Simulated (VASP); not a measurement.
# Ru: single point with PBE

Ru:

```xyz
1
Lattice="0.0000 2.0016 1.5877 2.0016 0.0000 1.5877 2.0016 2.0016 0.0000" Properties=species:S:1:pos:R:3 pbc="T T T"
Ru    0.0000    0.0000    0.0000
```

This cell differs from its parent crystal: volume 12.722 Å^3 an atom, c/a of the conventional cell 0.7932.

- Program: VASP 6.6.1
- Task: single point
- Functional: PBE
- Potentials or basis: VASP PAW PBE potentials, release 64 (Ru_pv)
- Cutoff: 520 eV
- k mesh: 22 × 22 × 22
- Occupations: gaussian, width 0.15 eV
- Spin: no spin polarisation
- Dipole correction: no
- Further INCAR settings: ALGO = Fast; EDIFF = 1e-06; NBANDS = 13

The pressure is 38.5 GPa and the band gap on the k mesh is zero (band 7 reaches 16.47 eV, above the bottom of band 8 at 12.13 eV).

Stress tensor (GPa, compression positive):
```
21.29  0.00  0.00
 0.00 21.29  0.00
 0.00  0.00 72.87
```

Levels at points of the mesh, in eV from the Fermi level:
```
           k point  band 5  band 6  band 7  band 8  band 9  band 10
(0.00, 0.00, 0.00)   -3.43   -3.43   -2.25   -0.98    0.48    10.42
(0.50, 0.00, 0.00)   -4.63   -1.13    0.79    1.09    2.65    10.42
(0.50, 0.50, 0.00)   -6.99    1.90    2.29    2.29    7.70    10.42
(0.50, 0.00, 0.50)   -5.97    0.91    1.04    2.08    2.99    10.42
```

Wall time 2.1 min on 1 thread of AMD EPYC 7R43 64-Core Processor (Zen 3), with other jobs on the host, peak memory 0.2 GiB.
